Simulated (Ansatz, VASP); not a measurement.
# Two plane-wave programs on Al

```xyz
1
Lattice="-1.5931 1.5931 1.5931 1.5931 -1.5931 1.5931 1.5931 1.5931 -1.5931" Properties=species:S:1:pos:R:3 pbc="T T T"
Al    0.0000    0.0000    0.0000
```

Alike in both runs: functional PBE; dispersion D3(BJ); k mesh 18 × 18 × 18; occupations gaussian, width 0.1 eV; no spin polarisation.

Ansatz relaxed the structure, and its values are those at the end. VASP's run is a single point on that final structure, the one shown.

```csv
,VASP,Ansatz
version,VASP 6.6.1,Ansatz 0.2.0
potentials or method,"VASP PAW PBE potentials, release 64 (Al), cutoff 500 eV","scalar-relativistic, plane waves, PAW"
valence electrons in the cell,3,3
```

|  | VASP | Ansatz | Ansatz less VASP |
| --- | --- | --- | --- |
| gap on the k mesh at the Fermi level (eV) | none | none | - |
| pressure (GPa) | 0.0 | 0.0 | -0.01 |

A gap of «none» marks a metal or a gap that the smearing closes.
